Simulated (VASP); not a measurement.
CsBe3Ag: relaxation of cell and atoms with PBE

The system is CsBe3Ag.

```
Cs Be Ag
1.0
     4.31875    0.00000    0.00000
     0.00000    4.31875    0.00000
     0.00000    0.00000    4.31875
Cs Be Ag
1 3 1
Direct
  0.00000 0.00000 0.00000
  0.00000 0.50000 0.50000
  0.50000 0.00000 0.50000
  0.50000 0.50000 0.00000
  0.50000 0.50000 0.50000
```

The cell was generated, and may not be a known phase.

| Item | Value |
| --- | --- |
| Program | VASP 6.6.1 |
| Task | relaxation of cell and atoms |
| Functional | PBE |
| Potentials or basis | VASP PAW PBE potentials, release 64 (Cs_sv, Be, Ag) |
| Cutoff | 600 eV |
| k mesh | 4 × 4 × 4 |
| Occupations | gaussian, width 0.1 eV |
| Spin | no spin polarisation |
| Dipole correction | no |
| Further INCAR settings | ALGO = Normal; EDIFF = 1e-07; IBRION = 2; EDIFFG = -0.04; NSW = 90; ISIF = 3 |

The relaxed volume is 20.83 Å³/atom and the relaxed cell is a = 4.705 Å, b = 4.705 Å, c = 4.705 Å, α = 90.00°, β = 90.00°, γ = 90.00°. The space group after relaxing (to 0.1 Å) is Pm-3m (No. 221) and the energy gained by relaxing is 246.6 meV/atom. The ionic steps are 3 and the pressure after relaxing is 0.1 GPa. The band gap on the k mesh is 0.43 eV (least direct gap 0.59 eV).

The path:
| step | energy change (eV) | largest force (eV/Å) | pressure (GPa) | volume (Å³) |
| --- | --- | --- | --- | --- |
| 1 | 0.0000 | 0.0000 | 20.76 | 80.55 |
| 2 | -1.2223 | 0.0000 | -1.17 | 107.41 |
| 3 | -1.2331 | 0.0000 | 0.15 | 104.17 |

Final structure:
```
Cs Be Ag
1.0
     4.70522    0.00000    0.00000
     0.00000    4.70522    0.00000
     0.00000    0.00000    4.70522
Cs Be Ag
1 3 1
Direct
  0.00000 0.00000 0.00000
  0.00000 0.50000 0.50000
  0.50000 0.00000 0.50000
  0.50000 0.50000 0.00000
  0.50000 0.50000 0.50000
```

Levels at points of the mesh, in eV from the valence-band top:
| k point | band 9 | band 10 | band 11 | band 12 | band 13 | band 14 | band 15 | band 16 | band 17 |
| --- | --- | --- | --- | --- | --- | --- | --- | --- | --- |
| (0.00, 0.00, 0.00) | -5.11 | -5.11 | -0.16 | -0.16 | -0.16 | 0.43 | 0.43 | 3.54 | 3.54 |
| (0.50, 0.00, 0.00) | -5.10 | -4.37 | -3.54 | -0.49 | -0.49 | 0.74 | 2.06 | 3.36 | 3.36 |
| (0.50, 0.50, 0.00) | -5.23 | -4.66 | -1.85 | -1.85 | -0.20 | 0.93 | 1.85 | 1.85 | 2.81 |
| (0.50, 0.50, 0.50) | -5.19 | -3.71 | -2.63 | -2.63 | -2.63 | 1.76 | 1.76 | 1.76 | 6.15 |

Wall time 26 s on 1 thread of Intel(R) Xeon(R) 6975P-C (Granite Rapids), on a shared host, peak memory 0.22 GiB.

Caveat: the volume moved by over 15 % at a fixed basis, so the end points are rough; spin-orbit coupling is left out, which moves the levels of the heavy elements. A k mesh can miss the band edges.
